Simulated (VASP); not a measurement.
A run of VASP 6.6.1 is set up as follows.

Contents of INCAR:

```
PREC     = Accurate       # precision mode
ENCUT    = 520            # plane-wave cutoff, eV
EDIFF    = 1E-6           # SCF threshold, eV
ISMEAR   = -1             # smearing method
SIGMA    = 0.05           # smearing width, eV
LREAL    = False          # projectors in reciprocal space
LASPH    = True           # aspherical terms in the spheres
NELM     = 100            # most SCF steps
ALGO     = Normal         # electronic algorithm
ISIF     = 2              # what is computed and relaxed
LWAVE    = False          # write WAVECAR
LCHARG   = False          # write CHGCAR
GGA      = PE             # functional
IVDW     = 13             # dispersion correction
NBANDS   = 33             # bands
```

Contents of KPOINTS:

```
regular mesh
0
Gamma
  6 6 9
```

File POSCAR:

```
TiO2
1.0
    4.6603684408      0.0000000000      0.0000000000
    0.0000000000      4.6603684408      0.0000000000
    0.0000000000      0.0000000000      2.9981550462
Ti O
2 4
Direct
    0.0000000000      0.0000000000      0.5000000000
    0.5000000000      0.5000000000      0.0000000000
    0.3043213200      0.3043213200      0.5000000000
    0.1956786800      0.8043213200      0.0000000000
    0.8043213200      0.1956786800      0.0000000000
    0.6956786800      0.6956786800      0.5000000000
```

Potentials or basis: VASP PAW PBE potentials, release 64 (Ti_sv, O).

Command:

```bash
$ cat potpaw_PBE.64/Ti_sv/POTCAR potpaw_PBE.64/O/POTCAR > POTCAR
$ mpirun -np 1 vasp_std > vasp.out
```

Q: Predict the largest force.

A: 0.171 eV/Å.

Q: Predict the pressure.

A: -7.6 GPa.

Q: Estimate the dispersion energy per atom.

A: -0.196 eV.

Stress tensor (GPa, compression positive):
```
-6.72  0.00  0.00
 0.00 -6.72  0.00
 0.00  0.00 -9.38
```

Caveat: the cell stands under tension.
